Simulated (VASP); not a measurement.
Crystal: Ti.

```xyz
1
Lattice="-1.6188 1.6188 1.6188 1.6188 -1.6188 1.6188 1.6188 1.6188 -1.6188" Properties=species:S:1:pos:R:3 pbc="T T T"
Ti    0.0000    0.0000    0.0000
```

Base run:

```yaml
Program: VASP 6.6.1
Functional: r2SCAN
Potentials_or_basis: VASP PAW PBE potentials, release 64 (Ti_sv)
Cutoff: 520 eV
k_mesh: 11 × 11 × 11
Occupations: fermi-dirac, width 0.05 eV
Spin: no spin polarisation
```

Its results: band gap on the k mesh zero (band 6 reaches 9.53 eV, above the bottom of band 7 at 7.74 eV); pressure 1.9 GPa.

Question: The run is repeated on the same cell with these changes: functional from r2SCAN to PBEsol. What comes out?

Answer: Band gap on the k mesh zero (band 6 reaches 9.22 eV, above the bottom of band 7 at 7.58 eV); pressure -3.1 GPa.

Caveats: the PAW data sets were made with another functional, which shifts forces and pressure a little.
